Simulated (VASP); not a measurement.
# Mo (P-1) in VASP: settings compared

The runs below take Mo through single point, with PBEsol, PBE.

Everything below comes from runs of VASP 6.6.1. Logs are shortened: lines on timing, memory, paths and dates and some standing lists are left out, and cuts for length are marked.

### Step 1. The cell of the first run

The typed cell holds 1 atom: a = 2.825 Å, b = 2.722 Å, c = 2.538 Å, α = 89.36°, β = 92.00°, γ = 122.00°.

### Step 2. Single point, PBEsol

The input, INCAR:

```
SYSTEM = Mo
PREC = Accurate
ENCUT = 520
EDIFF = 1E-6
ISMEAR = -1
SIGMA = 0.05
LREAL = .FALSE.
LASPH = .TRUE.
NELM = 60
ALGO = Fast
ISIF = 2
LWAVE = .FALSE.
LCHARG = .TRUE.
GGA = PS
LELF = .TRUE.
LVHAR = .TRUE.
NBANDS = 13
```

The input, KPOINTS:

```
regular mesh
0
G
  11 11 10
  0 0 0
```

The input, POSCAR:

```
Mo
1.0
    2.8244807000     -0.0180516400     -0.0483609000
   -1.4278735300      2.3175461800      0.0145522700
   -0.0451728600     -0.0103847700      2.5373308300
Mo
1
Direct
    0.0000000000      0.0000000000      0.5000000000
```

Potentials or basis: VASP PAW PBE potentials, release 64 (Mo_sv).

Run with:

```console
$ cat potpaw_PBE.64/Mo_sv/POTCAR > POTCAR
$ mpirun -np 1 vasp_std > vasp.out
```

OUTCAR:

```text
SYSTEM = Mo
   PREC = Accurate
   ENCUT = 520
   EDIFF = 1E-6
   ISMEAR = -1
   LREAL = .FALSE.
   LASPH = .TRUE.
   NELM = 60
   ISIF = 2
   GGA = PS

 ion  position               nearest neighbor table
   1  0.000  0.000  0.500-

  LATTYP: Found a triclinic cell.
 ALAT       =     2.8249523647
 B/A-ratio  =     0.9636061948
 C/A-ratio  =     0.8983352041
 COS(alpha) =     0.0111980975
 COS(beta)  =     0.0348875442
 COS(gamma) =     0.5299847481

  Lattice vectors:

 A1 = (   2.8244807000,  -0.0180516400,  -0.0483609000)
 A2 = (   1.4278735300,  -2.3175461800,  -0.0145522700)
 A3 = (   0.0451728600,   0.0103847700,  -2.5373308300)

Analysis of symmetry for initial positions (statically):
=====================================================================
 Subroutine PRICEL returns:
 Original cell was already a primitive cell.

 Routine SETGRP: Setting up the symmetry group for a
 triclinic supercell.

 Subroutine GETGRP returns: Found  2 space group operations
 (whereof  2 operations were pure point group operations)
 out of a pool of  2 trial point group operations.

The static configuration has the point symmetry S_2 .

Analysis of symmetry for dynamics (positions and initial velocities):
=====================================================================
 Subroutine PRICEL returns:
 Original cell was already a primitive cell.

 Routine SETGRP: Setting up the symmetry group for a
 triclinic supercell.

 Subroutine GETGRP returns: Found  2 space group operations
 (whereof  2 operations were pure point group operations)
 out of a pool of  2 trial point group operations.

The dynamic configuration has the point symmetry S_2 .

 Subroutine INISYM returns: Found  2 space group operations
 (whereof  2 operations are pure point group operations),
 and found     1 'primitive' translations

----------------------------------------------------------------------------------------

                                     Primitive cell

  volume of cell :      16.5383

  direct lattice vectors                    reciprocal lattice vectors
     2.824480700 -0.018051640 -0.048360900     0.355570951  0.219026998  0.007226768
    -1.427873530  2.317546180  0.014552270     0.002799880  0.433204463  0.001822863
    -0.045172860 -0.010384770  2.537330830     0.006761037  0.001690057  0.394242231

  length of vectors
     2.824952365  2.722141599  2.537754159     0.417679008  0.433217346  0.394303822

  position of ions in fractional coordinates (direct lattice)
     0.000000000  0.000000000  0.500000000

  ion indices of the primitive-cell ions
   primitive index   ion index
                 1           1

----------------------------------------------------------------------------------------

 KPOINTS: regular mesh

Automatic generation of k-mesh.
 Grid dimensions read from file:
 generate k-points for:   11   11   10

 Generating k-lattice:

  Cartesian coordinates                     Fractional coordinates (reciprocal lattice)
     0.032324632  0.019911545  0.000656979     0.090909091  0.000000000  0.000000000
     0.000254535  0.039382224  0.000165715     0.000000000  0.090909091  0.000000000
     0.000676104  0.000169006  0.039424223    -0.000000000  0.000000000  0.100000000

  Length of vectors
     0.037970819  0.039383395  0.039430382

  Shift w.r.t. Gamma in fractional coordinates (k-lattice)
     0.000000000  0.000000000  0.000000000

 Subroutine IBZKPT returns following result:
 ===========================================

 Found    606 irreducible k-points:

 Following reciprocal coordinates:
            Coordinates               Weight
  0.000000  0.000000  0.000000      1.000000
  0.090909  0.000000  0.000000      2.000000
  0.181818  0.000000  0.000000      2.000000
  0.272727  0.000000  0.000000      2.000000
  0.363636  0.000000  0.000000      2.000000
  0.454545  0.000000  0.000000      2.000000
[... 16 lines left out ...]
  0.454545  0.181818  0.000000      2.000000
 -0.454545  0.181818  0.000000      2.000000
 [... further k-points ...]
   k-points           NKPTS =    606   k-points in BZ     NKDIM =    606   number of bands    NBANDS=     13
   number of dos      NEDOS =    301   number of ions     NIONS =      1
   total plane-waves  NPLWV =   9600
   dimension x,y,z NGX =    24 NGY =   20 NGZ =   20
   dimension x,y,z NGXF=    48 NGYF=   40 NGZF=   40
   ions per type =               1
   NGX,Y,Z   is equivalent  to a cutoff of  14.12, 12.21, 13.10 a.u.
   NGXF,Y,Z  is equivalent  to a cutoff of  28.25, 24.43, 26.20 a.u.
 SYSTEM =  Mo
   PREC   = accura    normal or accurate (medium, high low for compatibility)
   ISTART =      0    job   : 0-new  1-cont  2-samecut
   ICHARG =      2    charge: 1-file 2-atom 10-const
   ISPIN  =      1    spin polarized calculation?
   LNONCOLLINEAR =      F non collinear calculations
   LSORBIT =      F    spin-orbit coupling
   LASPH  =      T    aspherical Exc in radial PAW
   ENCUT  =  520.0 eV  38.22 Ry    6.18 a.u.   5.25  5.06  4.72*2*pi/ulx,y,z
   NELM   =     60;   NELMIN=  2; NELMDL= -5     # of ELM steps
   EDIFF  = 0.1E-05   stopping-criterion for ELM
   LREAL  =      F    real-space projection
   EDIFFG = 0.1E-04   stopping-criterion for IOM
   NSW    =      0    number of steps for IOM
   IBRION =     -1    ionic relax: 0-MD 1-quasi-New 2-CG
   NFREE  =      0    steps in history (QN), initial steepest desc. (CG)
   ISIF   =      2    stress and relaxation
   ISYM   =      2    0-nonsym 1-usesym 2-fastsym
   POTIM  = 0.5000    time-step for ionic-motion
   TEBEG  =    0.0;   TEEND  =   0.0 temperature during run
   PSTRESS=    0.0 pullay stress
   NELECT =      14.0000    total number of electrons
   NUPDOWN=      -1.0000    fix difference up-down
   EMIN   =  10.00;   EMAX   =-10.00  energy-range for DOS
   EFERMI =   0.00;   METHOD = LEGACY
   ISMEAR =    -1;   SIGMA  =   0.05  broadening in eV -4-tet -1-fermi 0-gaus
   EFERMI_NEDOS =   21; number of points for ismear=-14 and -15
   IALGO  =     68    algorithm
   IMIX   =      4    mixing-type and parameters
     AMIX     =   0.40;   BMIX     =  1.00
     AMIX_MAG =   1.60;   BMIX_MAG =  1.00
  volume/ion in A,a.u.               =      16.54       111.61
  Fermi-wavevector in a.u.,A,eV,Ry     =   1.548653  2.926529 32.631197  2.398325
  Thomas-Fermi vector in A             =   2.653572
   LORBIT       =      0    0 simple, 1 ext, 2 COOP (PROOUT), +10 PAW based schemes
   GGA     = PS    functional components
   LHFCALC =     F    Hartree Fock is set to
   AEXX    =    0.0000 exact exchange contribution
   IVDW    =     0    specifies the selected vdW correction
   LEPSILON=     F    determine dielectric tensor
   LRPA    =     F    only Hartree local field effects (RPA)
 non-spin polarized calculation
 RMM-DIIS sequential band-by-band and
  energy-cutoff  :      520.00
  volume of cell :       16.54
 maximum number of plane-waves:       460
 NGX is ok and might be reduce to    24
   NGX = 11   NGY = 11   NGZ =  9

 number of electron      13.9999999 magnetization

 Free energy of the ion-electron system (eV)
  ---------------------------------------------------
  ext. energy  EPLUGINS =         0.00000000
  ---------------------------------------------------
  free energy    TOTEN  =       -10.90127261 eV

  energy without entropy =      -10.89422110  energy(sigma->0) =      -10.89774685

 E-fermi :  11.5265     XC(G=0): -13.1226

 val. band max:       11.5257605900   @ k =   0.0909  -0.2727   0.4000
 cond. band min:      11.5276933798   @ k =  -0.4545   0.4545   0.4000
 fundamental gap:      0.0019327898
 Fermi energy:        11.5265160590

 k-point     1 :       0.0000    0.0000    0.0000
  band No.  band energies     occupation
      1     -49.5029      2.00000
      2     -22.8850      2.00000
      3     -22.7626      2.00000
      4     -22.6746      2.00000
      5       4.6234      2.00000
      6       7.1265      2.00000
      7       9.8899      2.00000
      8      11.1751      1.99823
      9      15.4938      0.00000
     10      15.7173      0.00000
     11      24.3770      0.00000
     12      27.4000      0.00000
     13      31.3807      0.00000

 k-point     2 :       0.0909    0.0000    0.0000
  band No.  band energies     occupation
      1     -49.4862      2.00000
      2     -22.9655      2.00000
      3     -22.8177      2.00000
      4     -22.6648      2.00000
      5       4.9365      2.00000
      6       7.2561      2.00000
      7       9.8202      2.00000
      8      11.2454      1.99279
      9      15.2334      0.00000
     10      15.6015      0.00000
     11      25.0535      0.00000
     12      28.0057      0.00000
     13      30.1576      0.00000

 k-point     3 :       0.1818    0.0000    0.0000
  band No.  band energies     occupation
      1     -49.4409      2.00000
      2     -23.2473      2.00000
      3     -22.8956      2.00000
      4     -22.6349      2.00000
      5       5.7338      2.00000
      6       7.5830      2.00000
      7       9.5185      2.00000
      8      11.8569      0.00270
      9      14.4857      0.00000
     10      15.4534      0.00000
     11      26.1800      0.00000
     12      28.3141      0.00000
     13      29.6100      0.00000
[... 305 lines left out ...]
 k-point    23 :       0.4545    0.1818    0.0000
  band No.  band energies     occupation
      1     -49.2777      2.00000
      2     -24.0040      2.00000
      3     -23.3747      2.00000
      4     -22.5250      2.00000
      5       7.7421      2.00000
      6       8.3093      2.00000
      7      10.7183      2.00000
      8      12.9418      0.00000
      9      14.3487      0.00000
     10      17.0023      0.00000
     11      20.8311      0.00000
     12      22.7715      0.00000
     13      29.4866      0.00000

 k-point    24 :      -0.4545    0.1818    0.0000
  band No.  band energies     occupation
      1     -49.3132      2.00000
      2     -23.8255      2.00000
      3     -23.3096      2.00000
      4     -22.5487      2.00000
      5       7.7458      2.00000
      6       8.2383      2.00000
      7       9.7255      2.00000
      8      13.2379      0.00000
      9      14.5002      0.00000
     10      15.7522      0.00000
     11      22.2332      0.00000
     12      23.7739      0.00000
     13      29.7962      0.00000

 [... further k-points ...]

------------------------ aborting loop because EDIFF is reached ----------------------------------------

  FORCE on cell =-STRESS in cart. coord.  units (eV):
  Direction    XX          YY          ZZ          XY          YZ          ZX
  --------------------------------------------------------------------------------------
  -------------------------------------------------------------------------------------
  Total        0.0986457     -0.1746119     -0.9974043     -0.0034125     -0.0653292     -0.2979544
  in kB        9.5564929    -16.9158580    -96.6254292     -0.3305926     -6.3288860    -28.8649010
  external PRESSURE =     -34.6615981 kB  Pullay stress =       0.0000000 kB

 VOLUME and BASIS-vectors are now :
 -----------------------------------------------------------------------------
  energy-cutoff  :      520.00
  volume of cell :       16.54
      direct lattice vectors                 reciprocal lattice vectors
     2.824480700 -0.018051640 -0.048360900     0.355570951  0.219026998  0.007226768
    -1.427873530  2.317546180  0.014552270     0.002799880  0.433204463  0.001822863
    -0.045172860 -0.010384770  2.537330830     0.006761037  0.001690057  0.394242231

 POSITION                                       TOTAL-FORCE (eV/Angst)
 -----------------------------------------------------------------------------------
     -0.02259     -0.00519      1.26867        -0.000000      0.000000      0.000000
 -----------------------------------------------------------------------------------
    total drift:                               -0.000000      0.000000     -0.000000

  FREE ENERGIE OF THE ION-ELECTRON SYSTEM (eV)
  ---------------------------------------------------
  free  energy   TOTEN  =       -10.9012726076 eV

  energy  without entropy=      -10.8942211019  energy(sigma->0) =      -10.89774685
```

Wall time 85 s (1 thread of Intel Xeon Platinum 8259CL at 2.50GHz (Skylake/Cascade Lake), shared host); peak memory 0.23 GiB.

Results:

| Quantity | Value |
| --- | --- |
| Free energy | -10.9013 eV |
| Pressure | -3.5 GPa |
| Band gap on the k mesh | zero (band 7 reaches 12.57 eV, above the bottom of band 8 at 10.63 eV) |

Caveat: the PAW data sets were made with another functional, which shifts forces and pressure a little.

### Step 3. Single point, PBE

The input, INCAR:

```
SYSTEM = Mo
ALGO = Fast ; EDIFF = 1E-6
ENCUT = 520 ; GGA = PE
ISIF = 2 ; ISMEAR = 0
LASPH = .True. ; LCHARG = .False.
LREAL = .False. ; LWAVE = .False.
NBANDS = 13 ; NELM = 60
PREC = Accurate ; SIGMA = 0.05
```

The input, KPOINTS:

```
k-points
0
Gamma
  8 8 8
  0 0 0
```

POSCAR is that of step 2.

Potentials or basis: VASP PAW PBE potentials, release 64 (Mo_sv).

Run with:

```console
$ cat potpaw_PBE.64/Mo_sv/POTCAR > POTCAR
$ mpirun -np 1 vasp_std > vasp.out
```

It took 14 s on 1 thread of Intel Xeon 6975P-C (Granite Rapids), shared host; peak memory 0.17 GiB.

The run converged. Its results:

```yaml
Free_energy: -10.0128 eV
Pressure: 4.1 GPa
Band_gap_on_the_k_mesh: zero (band 7 reaches 12.67 eV, above the bottom of band 8 at 10.74 eV)
```

Stress tensor (GPa, compression positive):
```
 9.29 -0.16 -4.13
-0.16  1.73 -0.50
-4.13 -0.50  1.16
```

Levels at points of the mesh, in eV from the Fermi level:
| k point | band 4 | band 5 | band 6 | band 7 | band 8 | band 9 | band 10 | band 11 |
| --- | --- | --- | --- | --- | --- | --- | --- | --- |
| (0.00, 0.00, 0.00) | -34.27 | -6.86 | -4.42 | -1.64 | -0.35 | 3.96 | 4.17 | 12.86 |
| (0.50, 0.00, 0.00) | -34.13 | -4.96 | -3.33 | 0.81 | 1.06 | 3.51 | 4.08 | 9.92 |
| (0.00, 0.50, 0.00) | -34.11 | -5.07 | -3.11 | 0.99 | 1.34 | 3.15 | 4.44 | 10.52 |
| (0.50, 0.50, 0.00) | -34.14 | -4.95 | -3.38 | 0.65 | 1.08 | 3.60 | 4.07 | 9.66 |
| (0.00, 0.00, 0.50) | -34.20 | -3.75 | -0.77 | 0.03 | 0.37 | 0.58 | 0.81 | 10.22 |
| (0.50, 0.00, 0.50) | -34.50 | -5.45 | -3.40 | -0.46 | 4.40 | 6.05 | 6.18 | 7.19 |
| (0.00, 0.50, 0.50) | -34.67 | -5.41 | -3.46 | -1.01 | 4.79 | 6.13 | 6.58 | 7.71 |
| (0.50, 0.50, 0.50) | -34.45 | -5.45 | -3.42 | -0.28 | 4.41 | 5.95 | 6.14 | 6.94 |

### Step 4. Single point, PBE

The input, INCAR:

```
  ALGO = Fast
  EDIFF = 1E-6
  ENCUT = 520
  GGA = PE
  ISIF = 2
  ISMEAR = 0
  LASPH = T
  LCHARG = T
  LELF = T
  LREAL = F
  LVHAR = T
  LWAVE = F
  NBANDS = 13
  NELM = 80
  PREC = Accurate
  SIGMA = 0.05
```

The input, KPOINTS:

```
k-points
0
Gamma
  10 10 9
```

POSCAR is that of step 3.

Run with:

```console
$ cat potpaw_PBE.64/Mo_sv/POTCAR > POTCAR
$ mpirun -np 1 vasp_std > vasp.out
```

Run time: 24 s. Hardware: 1 thread of Intel Xeon 6975P-C (Granite Rapids), shared host; peak memory 0.2 GiB.

The run converged. Its results:

```
Free energy            : -10.0727 eV
Pressure               : 4.9 GPa
Band gap on the k mesh : zero (band 7 reaches 12.68 eV, above the bottom of band 8 at 10.84 eV)
```

Stress tensor (GPa, compression positive):
```
 7.01 -1.28 -3.43
-1.28  4.39 -1.04
-3.43 -1.04  3.16
```

Levels at points of the mesh, in eV from the Fermi level:
| k point | band 4 | band 5 | band 6 | band 7 | band 8 | band 9 | band 10 | band 11 |
| --- | --- | --- | --- | --- | --- | --- | --- | --- |
| (0.00, 0.00, 0.00) | -34.15 | -6.77 | -4.29 | -1.56 | -0.27 | 4.06 | 4.28 | 12.94 |
| (0.50, 0.00, 0.00) | -34.01 | -4.88 | -3.18 | 0.90 | 1.16 | 3.62 | 4.15 | 10.01 |
| (0.00, 0.50, 0.00) | -33.98 | -5.00 | -2.97 | 1.11 | 1.43 | 3.25 | 4.52 | 10.62 |
| (0.50, 0.50, 0.00) | -34.02 | -4.87 | -3.24 | 0.74 | 1.18 | 3.71 | 4.15 | 9.75 |

### Step 5. Single point, PBE

The input, INCAR:

```
SYSTEM = Mo
  ALGO = Fast
  EDIFF = 1E-6
  ENCUT = 520
  GGA = PE
  ISIF = 2
  ISMEAR = 0
  LASPH = .TRUE.
  LCHARG = .FALSE.
  LREAL = .FALSE.
  LWAVE = .FALSE.
  NBANDS = 13
  NELM = 100
  PREC = Accurate
  SIGMA = 0.05
```

The input, KPOINTS:

```
k-points
0
G
  12 13 12
  0 0 0
```

POSCAR is that of step 4.

Run with:

```console
$ cat potpaw_PBE.64/Mo_sv/POTCAR > POTCAR
$ mpirun -np 1 vasp_std > vasp.out
```

Wall time 43 s (1 thread of Intel Xeon 6975P-C (Granite Rapids), shared host); peak memory 0.28 GiB.

Results (log left out):

- Free energy: -10.0555 eV
- Pressure: 4.0 GPa
- Band gap on the k mesh: zero (band 7 reaches 12.70 eV, above the bottom of band 8 at 10.94 eV)

Stress tensor (GPa, compression positive):
```
 7.42 -0.17 -3.19
-0.17  3.62 -0.56
-3.19 -0.56  0.92
```

Levels at points of the mesh, in eV from the Fermi level:
```csv
k point,band 3,band 4,band 5,band 6,band 7,band 8,band 9,band 10,band 11,band 12
"(0.00, 0.00, 0.00)",-34.31,-34.23,-6.80,-4.37,-1.58,-0.29,4.00,4.22,12.93,15.99
"(0.50, 0.00, 0.00)",-34.63,-34.09,-4.89,-3.28,0.87,1.11,3.57,4.13,9.97,13.60
"(0.00, 0.00, 0.50)",-34.26,-34.14,-3.68,-0.70,0.09,0.43,0.63,0.87,10.27,16.07
"(0.50, 0.00, 0.50)",-35.46,-34.44,-5.40,-3.33,-0.41,4.45,6.10,6.24,7.25,16.45
```

(Part 1 of 2 ends here.)
